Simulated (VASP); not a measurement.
# Te3Cd3H12 in VASP: single point with PBE

Aim: the single point of Te3Cd3H12 with PBE.

Everything below comes from runs of VASP 6.6.1. Logs are shortened: lines on timing, memory, paths and dates and some standing lists are left out, and cuts for length are marked.

### Step 1. The cell of the first run

The cell holds a cluster in a box, 18 atoms: a = 14.900 Å, b = 15.200 Å, c = 15.500 Å, α = 90.00°, β = 90.00°, γ = 90.00°.

### Step 2. Single point, PBE

The input, INCAR:

```
SYSTEM = CdTeH4
PREC     = Accurate       ! precision mode
ENCUT    = 520            ! plane-wave cutoff, eV
EDIFF    = 1E-6           ! SCF threshold, eV
ISMEAR   = 0              ! smearing method
SIGMA    = 0.05           ! smearing width, eV
LREAL    = Auto         
LASPH    = .True.         ! aspherical terms in the spheres
NELM     = 60             ! most SCF steps
ALGO     = Normal         ! electronic algorithm
ISIF     = 2              ! what is computed and relaxed
LWAVE    = .False.        ! write WAVECAR
LCHARG   = .False.        ! write CHGCAR
GGA      = PE             ! functional
NBANDS   = 48             ! bands
```

The input, KPOINTS:

```
regular mesh
0
Gamma
  1 1 1
  0 0 0
```

The input, POSCAR:

```
CdTeH4
1.0
   14.9000000000      0.0000000000      0.0000000000
    0.0000000000     15.2000000000      0.0000000000
    0.0000000000      0.0000000000     15.5000000000
Te Cd H
3 3 12
Direct
    0.4420206998      0.4430204322      0.6585827209
    0.4421174800      0.6622107727      0.4441654439
    0.6660403258      0.4432673681      0.4443167668
    0.2740985189      0.5895500903      0.5877165668
    0.5917646780      0.2784865572      0.5880157016
    0.5919209889      0.5900072671      0.2827880188
    0.3643216444      0.3664183649      0.6779175686
    0.4555224366      0.4588148428      0.7646378659
    0.2519851778      0.5119411576      0.5120268087
    0.2822481235      0.6680654242      0.6643563277
    0.3645226239      0.6813847588      0.3688057085
    0.4543209704      0.7704274771      0.4601559199
    0.5119290647      0.2587710465      0.5124187640
    0.6722483648      0.2847287408      0.6643964808
    0.6848372336      0.3668878116      0.3690822540
    0.7765949555      0.4560308726      0.4585533806
    0.5120907646      0.5125211214      0.2649066388
    0.6722654840      0.6681012939      0.2875866171
```

Potentials or basis: VASP PAW PBE potentials, release 64 (Te, Cd, H).

The run is started by

```bash
$ cat potpaw_PBE.64/Te/POTCAR potpaw_PBE.64/Cd/POTCAR potpaw_PBE.64/H/POTCAR > POTCAR
$ mpirun -np 1 vasp_gam > vasp.out
```

OUTCAR:

```text
SYSTEM = CdTeH4
   PREC = Accurate
   ENCUT = 520
   EDIFF = 1E-6
   ISMEAR = 0
   LREAL = Auto
   LASPH = .True.
   NELM = 60
   ISIF = 2
   GGA = PE

 ion  position               nearest neighbor table
   1  0.442  0.443  0.659-   7 1.67   8 1.67   4 3.53   5 3.53
   2  0.442  0.662  0.444-  11 1.67  12 1.67   4 3.53   6 3.53
   3  0.666  0.443  0.444-  15 1.67  16 1.67   5 3.53   6 3.53
   4  0.274  0.590  0.588-  10 1.69   9 1.70   1 3.53   2 3.53
   5  0.592  0.278  0.588-  14 1.69  13 1.70   1 3.53   3 3.53
   6  0.592  0.590  0.283-  18 1.69  17 1.70   2 3.53   3 3.53
   7  0.364  0.366  0.678-   1 1.67
   8  0.456  0.459  0.765-   1 1.67
   9  0.252  0.512  0.512-   4 1.70
  10  0.282  0.668  0.664-   4 1.69
  11  0.365  0.681  0.369-   2 1.67
  12  0.454  0.770  0.460-   2 1.67
  13  0.512  0.259  0.512-   5 1.70
  14  0.672  0.285  0.664-   5 1.69
  15  0.685  0.367  0.369-   3 1.67
  16  0.777  0.456  0.459-   3 1.67
  17  0.512  0.513  0.265-   6 1.70
  18  0.672  0.668  0.288-   6 1.69

  LATTYP: Found a simple orthorhombic cell.
 ALAT       =    14.9000000000
 B/A-ratio  =     1.0201342282
 C/A-ratio  =     1.0402684564

  Lattice vectors:

 A1 = (  14.9000000000,   0.0000000000,   0.0000000000)
 A2 = (   0.0000000000,  15.2000000000,   0.0000000000)
 A3 = (   0.0000000000,   0.0000000000,  15.5000000000)

Analysis of symmetry for initial positions (statically):
=====================================================================
 Subroutine PRICEL returns:
 Original cell was already a primitive cell.

 Routine SETGRP: Setting up the symmetry group for a
 simple orthorhombic supercell.

 Subroutine GETGRP returns: Found  1 space group operations
 (whereof  1 operations were pure point group operations)
 out of a pool of  8 trial point group operations.

The static configuration has the point symmetry C_1 .

Analysis of symmetry for dynamics (positions and initial velocities):
=====================================================================
 Subroutine PRICEL returns:
 Original cell was already a primitive cell.

 Routine SETGRP: Setting up the symmetry group for a
 simple orthorhombic supercell.

 Subroutine GETGRP returns: Found  1 space group operations
 (whereof  1 operations were pure point group operations)
 out of a pool of  8 trial point group operations.

The dynamic configuration has the point symmetry C_1 .

[... 109 lines left out ...]
   NSW    =      0    number of steps for IOM
   IBRION =     -1    ionic relax: 0-MD 1-quasi-New 2-CG
   NFREE  =      0    steps in history (QN), initial steepest desc. (CG)
   ISIF   =      2    stress and relaxation
   ISYM   =      2    0-nonsym 1-usesym 2-fastsym
   POTIM  = 0.5000    time-step for ionic-motion
   TEBEG  =    0.0;   TEEND  =   0.0 temperature during run
   PSTRESS=    0.0 pullay stress
   NELECT =      66.0000    total number of electrons
   NUPDOWN=      -1.0000    fix difference up-down
   EMIN   =  10.00;   EMAX   =-10.00  energy-range for DOS
   EFERMI =   0.00;   METHOD = LEGACY
   ISMEAR =     0;   SIGMA  =   0.05  broadening in eV -4-tet -1-fermi 0-gaus
   EFERMI_NEDOS =   21; number of points for ismear=-14 and -15
   IALGO  =     38    algorithm
   IMIX   =      4    mixing-type and parameters
     AMIX     =   0.40;   BMIX     =  1.00
     AMIX_MAG =   1.60;   BMIX_MAG =  1.00
  volume/ion in A,a.u.               =     195.02      1316.09
  Fermi-wavevector in a.u.,A,eV,Ry     =   0.435314  0.822624  2.578277  0.189498
  Thomas-Fermi vector in A             =   1.406873
   LORBIT       =      0    0 simple, 1 ext, 2 COOP (PROOUT), +10 PAW based schemes
   GGA     = PE    functional components
   LHFCALC =     F    Hartree Fock is set to
   AEXX    =    0.0000 exact exchange contribution
   IVDW    =     0    specifies the selected vdW correction
   LEPSILON=     F    determine dielectric tensor
   LRPA    =     F    only Hartree local field effects (RPA)
 non-spin polarized calculation
 Gauss-broadening in eV      SIGMA  =   0.05
  energy-cutoff  :      520.00
  volume of cell :     3510.44
 maximum number of plane-waves:     47254
 NGX is ok and might be reduce to   112
   NGX = 55   NGY = 57   NGZ = 57

 number of electron      65.9999998 magnetization

 Free energy of the ion-electron system (eV)
  ---------------------------------------------------
  ext. energy  EPLUGINS =         0.00000000
  ---------------------------------------------------
  free energy    TOTEN  =       -46.33684403 eV

  energy without entropy =      -46.33684403  energy(sigma->0) =      -46.33684403

 E-fermi :  -5.2169     XC(G=0):  -1.2608

 val. band max:       -5.4635729039   @ k =   0.0000   0.0000   0.0000
 cond. band min:      -1.9788181683   @ k =   0.0000   0.0000   0.0000
 fundamental gap:      3.4847547356
 Fermi energy:        -5.2169009615

 k-point     1 :       0.0000    0.0000    0.0000
  band No.  band energies     occupation
      1     -16.3305      2.00000
      2     -16.2940      2.00000
      3     -16.2925      2.00000
      4     -12.5348      2.00000
      5     -12.5244      2.00000
      6     -12.5098      2.00000
[... 37 lines left out ...]
     44      -0.1794      0.00000
     45      -0.0669      0.00000
 [bands above 45 left out]

------------------------ aborting loop because EDIFF is reached ----------------------------------------

  FORCE on cell =-STRESS in cart. coord.  units (eV):
  Direction    XX          YY          ZZ          XY          YZ          ZX
  --------------------------------------------------------------------------------------
  -------------------------------------------------------------------------------------
  Total        0.2962001      0.2983109      0.2940463      0.1986741      0.1970084      0.1932443
  in kB        0.1351868      0.1361501      0.1342038      0.0906756      0.0899153      0.0881974
  external PRESSURE =       0.1351802 kB  Pullay stress =       0.0000000 kB

 VOLUME and BASIS-vectors are now :
 -----------------------------------------------------------------------------
  energy-cutoff  :      520.00
  volume of cell :     3510.44
      direct lattice vectors                 reciprocal lattice vectors
    14.900000000  0.000000000  0.000000000     0.067114094  0.000000000  0.000000000
     0.000000000 15.200000000  0.000000000     0.000000000  0.065789474  0.000000000
     0.000000000  0.000000000 15.500000000     0.000000000  0.000000000  0.064516129

 POSITION                                       TOTAL-FORCE (eV/Angst)
 -----------------------------------------------------------------------------------
      6.58611      6.73391     10.20803         0.043855      0.046642     -0.078007
      6.58755     10.06560      6.88456         0.042408     -0.081162      0.041649
      9.92400      6.73766      6.88691        -0.077518      0.041544      0.040902
      4.08407      8.96116      9.10961         0.011833     -0.001102     -0.001807
      8.81729      4.23300      9.11424        -0.002815      0.011015     -0.002080
      8.81962      8.96811      4.38321        -0.001924     -0.001603      0.011485
[... 10 lines left out ...]
      7.63015      7.79032      4.10605        -0.047864     -0.048042     -0.016469
     10.01676     10.15514      4.45759         0.050469      0.049665      0.004612
 -----------------------------------------------------------------------------------
    total drift:                                0.005374      0.004440      0.002518

  FREE ENERGIE OF THE ION-ELECTRON SYSTEM (eV)
  ---------------------------------------------------
  free  energy   TOTEN  =       -46.3368440332 eV

  energy  without entropy=      -46.3368440332  energy(sigma->0) =      -46.33684403
```

OSZICAR:

```text
N       E                     dE             d eps       ncg     rms          rms(c)
DAV:   1     0.623139590004E+03    0.62314E+03   -0.16069E+04    96   0.871E+02
DAV:   2     0.865517581677E+02   -0.53659E+03   -0.49960E+03   160   0.159E+02
DAV:   3    -0.450001616467E+02   -0.13155E+03   -0.13117E+03   120   0.105E+02
[... 19 lines left out ...]
DAV:  23    -0.463368173459E+02   -0.32228E-04   -0.11692E-06    88   0.226E-03    0.268E-03
DAV:  24    -0.463368352403E+02   -0.17894E-04   -0.52314E-07    80   0.170E-03    0.262E-03
DAV:  25    -0.463368415706E+02   -0.63303E-05   -0.27436E-07    72   0.102E-03    0.185E-03
DAV:  26    -0.463368436096E+02   -0.20390E-05   -0.68019E-08    80   0.726E-04    0.464E-04
DAV:  27    -0.463368440332E+02   -0.42358E-06   -0.21768E-09    88   0.353E-04
   1 F= -.46336844E+02 E0= -.46336844E+02  d E =-.963466E-12
```

It took 9.8 min on 1 thread of Intel Xeon 6975P-C, shared host; peak memory 2.5 GiB.

Results:

```
Free energy                     : -46.3368 eV
Largest force                   : 0.101 eV/Å
Gap between the frontier levels : 3.48 eV
```

Forces on the atoms (eV/Å):
```
Te   0.044  0.047 -0.078
Te   0.042 -0.081  0.042
Te  -0.078  0.042  0.041
Cd   0.012 -0.001 -0.002
Cd  -0.003  0.011 -0.002
Cd  -0.002 -0.002  0.011
H   -0.044 -0.045  0.017
H    0.002  0.003  0.059
H   -0.021 -0.047 -0.047
H    0.007  0.051  0.051
H   -0.043  0.017 -0.044
H    0.001  0.060  0.003
H   -0.048 -0.019 -0.048
H    0.051  0.005  0.050
H    0.017 -0.043 -0.043
H    0.061  0.001  0.002
H   -0.048 -0.048 -0.016
H    0.050  0.050  0.005
```

Caveat: spin-orbit coupling is left out, which moves the levels of the heavy elements.
